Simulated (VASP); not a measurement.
# Si (Pm-3m) in VASP: single point with PBE

Aim: the single point of Si with PBE.

All numbers are computed with VASP 6.6.1; they aren't measurements. Logs are shortened: lines on timing, memory, paths and dates and some standing lists are left out, and cuts for length are marked.

**1. The cell of the first run**

It takes space group Pm-3m (No. 221, cubic). The conventional cell has a = 2.532 Å, b = 2.532 Å, c = 2.532 Å, α = 90.00°, β = 90.00°, γ = 90.00°. Si (site symmetry m-3m) has 6 Si at 2.53 Å within 3.3 Å.

This isn't the form of Si at room conditions, which is diamond.

**2. Single point, PBE**

Contents of INCAR:

```
SYSTEM = Si
PREC = Accurate ; ENCUT = 500
EDIFF = 1E-6 ; ISMEAR = 0
SIGMA = 0.1 ; LREAL = .False.
LASPH = .True. ; NELM = 120
ALGO = Normal ; ISIF = 2
LWAVE = .False. ; LCHARG = .False.
GGA = PE ; NBANDS = 8
GGA_COMPAT = .False.
```

Contents of KPOINTS:

```
Automatic mesh
0
Gamma
  22 22 22
  0 0 0
```

Contents of POSCAR:

```
Si
1.0
    2.5323447106      0.0000000000      0.0000000000
    0.0000000000      2.5323447106      0.0000000000
    0.0000000000      0.0000000000      2.5323447106
Si
1
Direct
    0.5000000000      0.5000000000      0.5000000000
```

Potentials or basis: VASP PAW PBE potentials, release 64 (Si).

Launch:

```
cat potpaw_PBE.64/Si/POTCAR > POTCAR
mpirun -np 1 vasp_std > vasp.out
```

OUTCAR:

```text
SYSTEM = Si
   PREC = Accurate
   ENCUT = 500
   EDIFF = 1E-6
   ISMEAR = 0
   LREAL = .False.
   LASPH = .True.
   NELM = 120
   ISIF = 2
   GGA = PE

 ion  position               nearest neighbor table
   1  0.500  0.500  0.500-

  LATTYP: Found a simple cubic cell.
 ALAT       =     2.5323447106

  Lattice vectors:

 A1 = (   2.5323447106,   0.0000000000,   0.0000000000)
 A2 = (   0.0000000000,   2.5323447106,   0.0000000000)
 A3 = (   0.0000000000,   0.0000000000,   2.5323447106)

Analysis of symmetry for initial positions (statically):
=====================================================================
 Subroutine PRICEL returns:
 Original cell was already a primitive cell.

 Routine SETGRP: Setting up the symmetry group for a
 simple cubic supercell.

 Subroutine GETGRP returns: Found 48 space group operations
 (whereof 48 operations were pure point group operations)
 out of a pool of 48 trial point group operations.

The static configuration has the point symmetry O_h .

Analysis of symmetry for dynamics (positions and initial velocities):
=====================================================================
 Subroutine PRICEL returns:
 Original cell was already a primitive cell.

 Routine SETGRP: Setting up the symmetry group for a
 simple cubic supercell.

 Subroutine GETGRP returns: Found 48 space group operations
 (whereof 48 operations were pure point group operations)
 out of a pool of 48 trial point group operations.

The dynamic configuration has the point symmetry O_h .

 Subroutine INISYM returns: Found 48 space group operations
 (whereof 48 operations are pure point group operations),
 and found     1 'primitive' translations

----------------------------------------------------------------------------------------

                                     Primitive cell

  volume of cell :      16.2393

  direct lattice vectors                    reciprocal lattice vectors
     2.532344711  0.000000000  0.000000000     0.394890947  0.000000000  0.000000000
     0.000000000  2.532344711  0.000000000     0.000000000  0.394890947  0.000000000
     0.000000000  0.000000000  2.532344711     0.000000000  0.000000000  0.394890947

  length of vectors
     2.532344711  2.532344711  2.532344711     0.394890947  0.394890947  0.394890947

  position of ions in fractional coordinates (direct lattice)
     0.500000000  0.500000000  0.500000000

  ion indices of the primitive-cell ions
   primitive index   ion index
                 1           1

----------------------------------------------------------------------------------------

 KPOINTS: Automatic mesh

Automatic generation of k-mesh.
 Grid dimensions read from file:
 generate k-points for:   22   22   22

 Generating k-lattice:

  Cartesian coordinates                     Fractional coordinates (reciprocal lattice)
     0.017949588  0.000000000  0.000000000     0.045454545  0.000000000  0.000000000
     0.000000000  0.017949588  0.000000000     0.000000000  0.045454545  0.000000000
     0.000000000  0.000000000  0.017949588     0.000000000  0.000000000  0.045454545

  Length of vectors
     0.017949588  0.017949588  0.017949588

  Shift w.r.t. Gamma in fractional coordinates (k-lattice)
     0.000000000  0.000000000  0.000000000

 Subroutine IBZKPT returns following result:
 ===========================================

 Found    364 irreducible k-points:

 Following reciprocal coordinates:
            Coordinates               Weight
  0.000000  0.000000  0.000000      1.000000
  0.045455  0.000000  0.000000      6.000000
  0.090909  0.000000  0.000000      6.000000
  0.136364  0.000000  0.000000      6.000000
  0.181818  0.000000  0.000000      6.000000
  0.227273  0.000000  0.000000      6.000000
[... 16 lines left out ...]
  0.500000  0.045455  0.000000     12.000000
  0.090909  0.090909  0.000000     12.000000
 [... further k-points ...]
   k-points           NKPTS =    364   k-points in BZ     NKDIM =    364   number of bands    NBANDS=      8
   number of dos      NEDOS =    301   number of ions     NIONS =      1
   total plane-waves  NPLWV =   5832
   dimension x,y,z NGX =    18 NGY =   18 NGZ =   18
   dimension x,y,z NGXF=    36 NGYF=   36 NGZF=   36
   ions per type =               1
   NGX,Y,Z   is equivalent  to a cutoff of  11.82, 11.82, 11.82 a.u.
   NGXF,Y,Z  is equivalent  to a cutoff of  23.63, 23.63, 23.63 a.u.
 SYSTEM =  Si
   PREC   = accura    normal or accurate (medium, high low for compatibility)
   ISTART =      0    job   : 0-new  1-cont  2-samecut
   ICHARG =      2    charge: 1-file 2-atom 10-const
   ISPIN  =      1    spin polarized calculation?
   LNONCOLLINEAR =      F non collinear calculations
   LSORBIT =      F    spin-orbit coupling
   LASPH  =      T    aspherical Exc in radial PAW
   ENCUT  =  500.0 eV  36.75 Ry    6.06 a.u.   4.62  4.62  4.62*2*pi/ulx,y,z
   NELM   =    120;   NELMIN=  2; NELMDL= -5     # of ELM steps
   EDIFF  = 0.1E-05   stopping-criterion for ELM
   LREAL  =      F    real-space projection
   EDIFFG = 0.1E-04   stopping-criterion for IOM
   NSW    =      0    number of steps for IOM
   IBRION =     -1    ionic relax: 0-MD 1-quasi-New 2-CG
   NFREE  =      0    steps in history (QN), initial steepest desc. (CG)
   ISIF   =      2    stress and relaxation
   ISYM   =      2    0-nonsym 1-usesym 2-fastsym
   POTIM  = 0.5000    time-step for ionic-motion
   TEBEG  =    0.0;   TEEND  =   0.0 temperature during run
   PSTRESS=    0.0 pullay stress
   NELECT =       4.0000    total number of electrons
   NUPDOWN=      -1.0000    fix difference up-down
   EMIN   =  10.00;   EMAX   =-10.00  energy-range for DOS
   EFERMI =   0.00;   METHOD = LEGACY
   ISMEAR =     0;   SIGMA  =   0.10  broadening in eV -4-tet -1-fermi 0-gaus
   EFERMI_NEDOS =   21; number of points for ismear=-14 and -15
   IALGO  =     38    algorithm
   IMIX   =      4    mixing-type and parameters
     AMIX     =   0.40;   BMIX     =  1.00
     AMIX_MAG =   1.60;   BMIX_MAG =  1.00
  volume/ion in A,a.u.               =      16.24       109.59
  Fermi-wavevector in a.u.,A,eV,Ry     =   1.026216  1.939267 14.328550  1.053119
  Thomas-Fermi vector in A             =   2.160097
   LORBIT       =      0    0 simple, 1 ext, 2 COOP (PROOUT), +10 PAW based schemes
   GGA     = PE    functional components
   LHFCALC =     F    Hartree Fock is set to
   AEXX    =    0.0000 exact exchange contribution
   IVDW    =     0    specifies the selected vdW correction
   LEPSILON=     F    determine dielectric tensor
   LRPA    =     F    only Hartree local field effects (RPA)
 non-spin polarized calculation
 Gauss-broadening in eV      SIGMA  =   0.10
  energy-cutoff  :      500.00
  volume of cell :       16.24
 maximum number of plane-waves:       437
   NGX =  9   NGY =  9   NGZ =  9

 number of electron       4.0000000 magnetization

 Free energy of the ion-electron system (eV)
  ---------------------------------------------------
  ext. energy  EPLUGINS =         0.00000000
  ---------------------------------------------------
  free energy    TOTEN  =        -5.07333969 eV

  energy without entropy =       -5.07111031  energy(sigma->0) =       -5.07222500

 E-fermi :   8.2757     XC(G=0): -10.6052

 val. band max:        8.2691554516   @ k =   0.5000   0.3636   0.0000
 cond. band min:       8.2839406458   @ k =   0.2273   0.0909   0.0000
 fundamental gap:      0.0147851941
 Fermi energy:         8.2757021877

 k-point     1 :       0.0000    0.0000    0.0000
  band No.  band energies     occupation
      1      -4.9366      2.00000
      2      15.6753      0.00000
      3      15.6753      0.00000
      4      15.9000      0.00000
      5      15.9000      0.00000
      6      15.9000      0.00000
      7      23.8810      0.00000
      8      32.9157      0.00000

 k-point     2 :       0.0455    0.0000    0.0000
  band No.  band energies     occupation
      1      -4.8908      2.00000
      2      14.2302      0.00000
      3      15.7124      0.00000
      4      15.9380      0.00000
      5      15.9380      0.00000
      6      17.2764      0.00000
      7      24.0492      0.00000
      8      32.5568      0.00000

 k-point     3 :       0.0909    0.0000    0.0000
  band No.  band energies     occupation
      1      -4.7536      2.00000
      2      12.6625      0.00000
      3      15.8229      0.00000
      4      16.0515      0.00000
      5      16.0515      0.00000
      6      18.6198      0.00000
      7      24.5670      0.00000
      8      31.6526      0.00000

 k-point     4 :       0.1364    0.0000    0.0000
  band No.  band energies     occupation
      1      -4.5254      2.00000
      2      11.1113      0.00000
      3      16.0040      0.00000
      4      16.2398      0.00000
      5      16.2398      0.00000
      6      19.7648      0.00000
      7      25.4447      0.00000
      8      30.4850      0.00000

 k-point     5 :       0.1818    0.0000    0.0000
  band No.  band energies     occupation
      1      -4.2073      2.00000
      2       9.5993      0.00000
      3      16.2508      0.00000
      4      16.5015      0.00000
      5      16.5015      0.00000
      6      20.7093      0.00000
      7      26.6239      0.00000
      8      29.2286      0.00000
[... 177 lines left out ...]
 k-point    22 :       0.4545    0.0455    0.0000
  band No.  band energies     occupation
      1      -0.6679      2.00000
      2       2.2095      2.00000
      3      17.2785      0.00000
      4      19.1257      0.00000
      5      19.8785      0.00000
      6      22.1725      0.00000
      7      23.0875      0.00000
      8      25.5241      0.00000

 k-point    23 :       0.5000    0.0455    0.0000
  band No.  band energies     occupation
      1      -0.3134      2.00000
      2       1.7716      2.00000
      3      17.3970      0.00000
      4      19.2979      0.00000
      5      20.0475      0.00000
      6      21.9067      0.00000
      7      22.8369      0.00000
      8      25.7894      0.00000

 k-point    24 :       0.0909    0.0909    0.0000
  band No.  band energies     occupation
      1      -4.5707      2.00000
      2      12.3546      0.00000
      3      13.4444      0.00000
      4      16.2026      0.00000
      5      17.6392      0.00000
      6      19.8615      0.00000
      7      25.0783      0.00000
      8      30.2065      0.00000

 [... further k-points ...]

------------------------ aborting loop because EDIFF is reached ----------------------------------------

  FORCE on cell =-STRESS in cart. coord.  units (eV):
  Direction    XX          YY          ZZ          XY          YZ          ZX
  --------------------------------------------------------------------------------------
  -------------------------------------------------------------------------------------
  Total       -0.0046936     -0.0046936     -0.0046936      0.0000000      0.0000000     -0.0000000
  in kB       -0.4630692     -0.4630692     -0.4630692      0.0000000      0.0000000     -0.0000000
  external PRESSURE =      -0.4630692 kB  Pullay stress =       0.0000000 kB

 VOLUME and BASIS-vectors are now :
 -----------------------------------------------------------------------------
  energy-cutoff  :      500.00
  volume of cell :       16.24
      direct lattice vectors                 reciprocal lattice vectors
     2.532344711  0.000000000  0.000000000     0.394890947  0.000000000  0.000000000
     0.000000000  2.532344711  0.000000000     0.000000000  0.394890947  0.000000000
     0.000000000  0.000000000  2.532344711     0.000000000  0.000000000  0.394890947

 POSITION                                       TOTAL-FORCE (eV/Angst)
 -----------------------------------------------------------------------------------
      1.26617      1.26617      1.26617         0.000000      0.000000      0.000000
 -----------------------------------------------------------------------------------
    total drift:                               -0.000000      0.000000      0.000000

  FREE ENERGIE OF THE ION-ELECTRON SYSTEM (eV)
  ---------------------------------------------------
  free  energy   TOTEN  =        -5.0733396947 eV

  energy  without entropy=       -5.0711103095  energy(sigma->0) =       -5.07222500
```

Run time: 8.9 s. Hardware: 1 thread of Intel Xeon 6975P-C (Granite Rapids), shared host; peak memory 0.14 GiB.

Results:

| Quantity | Value |
| --- | --- |
| Free energy | -5.0733 eV |
| Pressure | 0.0 GPa |
| Band gap on the k mesh | zero (bands 2 and 3 overlap by 10.31 eV) |

Levels at points of the mesh, in eV from the Fermi level:
```csv
k point,band 1,band 2,band 3,band 4,band 5,band 6
"(0.00, 0.00, 0.00)",-13.21,7.40,7.40,7.62,7.62,7.62
"(0.50, 0.00, 0.00)",-8.64,-6.55,10.01,10.99,10.99,14.52
"(0.50, 0.50, 0.00)",-3.53,-2.91,-2.91,1.47,14.24,17.14
"(0.50, 0.50, 0.50)",0.50,0.50,0.50,3.47,5.10,5.10
```
